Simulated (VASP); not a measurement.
Here is a VASP 6.6.1 calculation.

Contents of INCAR:

```
SYSTEM = P
PREC     = Accurate       ! precision mode
ENCUT    = 520            ! plane-wave cutoff, eV
EDIFF    = 1E-6           ! SCF threshold, eV
ISMEAR   = 0              ! smearing method
SIGMA    = 0.15           ! smearing width, eV
LREAL    = .FALSE.        ! projectors in reciprocal space
LASPH    = .TRUE.         ! aspherical terms in the spheres
NELM     = 80             ! most SCF steps
ALGO     = Normal         ! electronic algorithm
ISIF     = 2              ! what is computed and relaxed
LWAVE    = .FALSE.        ! write WAVECAR
LCHARG   = .TRUE.         ! write CHGCAR
GGA      = PS             ! functional
IVDW     = 12             ! dispersion correction
LELF     = .TRUE.         ! ELF
LVHAR    = .TRUE.       
NBANDS   = 8              ! bands
```

File KPOINTS:

```
regular mesh
0
G
  28 28 28
  0 0 0
```

POSCAR

```
P
1.0
    2.0882773533      0.0000000000      0.0000000000
    0.0000000000      2.0882773533      0.0000000000
    0.0000000000      0.0000000000      3.1326356356
P
1
Direct
    0.0000000000      0.0000000000      0.0000000000
```

Potentials or basis: VASP PAW PBE potentials, release 64 (P).

Launch:

```sh
$ cat potpaw_PBE.64/P/POTCAR > POTCAR
$ mpirun -np 1 vasp_std > vasp.out
```

Q: Estimate the pressure.

A: 33.7 GPa.

Q: What does it give for the dispersion energy per atom?

A: -0.419 eV.

Stress tensor (GPa, compression positive):
```
52.36  0.00  0.00
 0.00 52.36  0.00
 0.00  0.00 -3.61
```

Caveat: the PAW data sets were made with another functional, which shifts forces and pressure a little; pairwise dispersion overbinds metals, which lowers pressure and volume.
